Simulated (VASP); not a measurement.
Here is a VASP 6.6.1 calculation.

The input INCAR:

```
PREC = Accurate
ENCUT = 520
EDIFF = 1E-7
ISMEAR = -1
SIGMA = 0.1
LREAL = F
LASPH = T
NELM = 80
ALGO = Normal
ISIF = 2
LWAVE = F
LCHARG = F
GGA = PS
NBANDS = 19
```

KPOINTS

```
regular mesh
0
Gamma
  12 12 6
```

File POSCAR:

```
Cd
1.0
    2.9273670096      0.0000000000      0.0000000000
   -1.4636835048      2.5351741965      0.0000000000
    0.0000000000      0.0000000000      5.7268036405
Cd
2
Direct
    0.3333333333      0.6666666667      0.2500000000
    0.6666666667      0.3333333333      0.7500000000
```

Potentials or basis: VASP PAW PBE potentials, release 64 (Cd).

Run with:

```bash
$ cat potpaw_PBE.64/Cd/POTCAR > POTCAR
$ mpirun -np 1 vasp_std > vasp.out
```

Estimate the pressure.

0.4 GPa.

Predict the band gap on the k mesh.

zero (band 12 reaches 4.10 eV, above the bottom of band 13 at -0.36 eV).

Stress tensor (GPa, compression positive):
```
0.50 0.00 0.00
0.00 0.50 0.00
0.00 0.00 0.19
```

Caveat: the PAW data sets were made with another functional, which shifts forces and pressure a little.
